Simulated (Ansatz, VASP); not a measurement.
**One calculation of SnSe, two programs**

```xyz
2
Lattice="0.0000 2.9465 2.9465 2.9465 0.0000 2.9465 2.9465 2.9465 0.0000" Properties=species:S:1:pos:R:3 pbc="T T T"
Sn    0.0000    0.0000    0.0000
Se    2.9465    2.9465    2.9465
```

Alike in both runs: functional LDA; k mesh 8 × 8 × 8; occupations fermi-dirac, width 0.02 eV; no spin polarisation.

Ansatz relaxed the structure, and its values are those at the end. VASP's run is a single point on that final structure, the one shown.

|  | VASP | Ansatz |
| --- | --- | --- |
| version | VASP 6.6.1 | Ansatz 0.2.0 |
| potentials or method | VASP PAW LDA potentials, release 64 (Sn_d, Se), cutoff 520 eV | PAW plane waves |
| valence electrons in the cell | 20 | 30 |

VASP gave:

```
gap on the k mesh at the Fermi level (eV) : 0.77
pressure (GPa)                            : 0.1
```

Question: Which values does Ansatz return?

Answer: gap on the k mesh at the Fermi level (eV): 0.78; pressure (GPa): 0.0.

Ansatz warns that its potentials were made for another functional, while VASP's fit it. LDA's correlation is that of Perdew and Zunger in VASP and of Perdew and Wang (1992) in Ansatz. VASP's potentials hold 20 valence electrons a cell and Ansatz's 30, so a difference there can come from the potentials and not from the codes.
